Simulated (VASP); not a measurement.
A run of VASP 6.6.1 is set up as follows.

Contents of INCAR:

```
SYSTEM = LaNiI
PREC = Accurate
ENCUT = 520
EDIFF = 1E-7
ISMEAR = 0
SIGMA = 0.1
LREAL = .False.
LASPH = .True.
NELM = 150
ALGO = Normal
ISIF = 2
LWAVE = .False.
LCHARG = .False.
ISPIN = 2
MAGMOM = 0 2 0
LORBIT = 11
LMAXMIX = 6
GGA = PE
NBANDS = 25
```

File KPOINTS:

```
Automatic mesh
0
Gamma
  6 6 4
  0 0 0
```

POSCAR

```
LaNiI
1.0
    4.5097289500      0.0000000000      0.0000000000
   -2.2548644800      3.9055398400      0.0000000000
    0.0000000000      0.0000000000      4.8896561200
La Ni I
1 1 1
Direct
    0.0000000000      0.0000000000      0.5000000000
    0.3333333300      0.6666666700      0.0000000000
    0.6666666700      0.3333333300      0.5000000000
```

Potentials or basis: VASP PAW PBE potentials, release 64 (La, Ni, I).

Command:

```sh
$ cat potpaw_PBE.64/La/POTCAR potpaw_PBE.64/Ni/POTCAR potpaw_PBE.64/I/POTCAR > POTCAR
$ mpirun -np 1 vasp_std > vasp.out
```

(1) What does it give for the site moments?

(2) Predict the net moment.

(3) Estimate the pressure.

Results:

(1) La -0.04; Ni +0.21; I -0.00 μB.

(2) 0.10 μB per cell.

(3) 22.1 GPa.

Caveat: the cell stands under pressure.
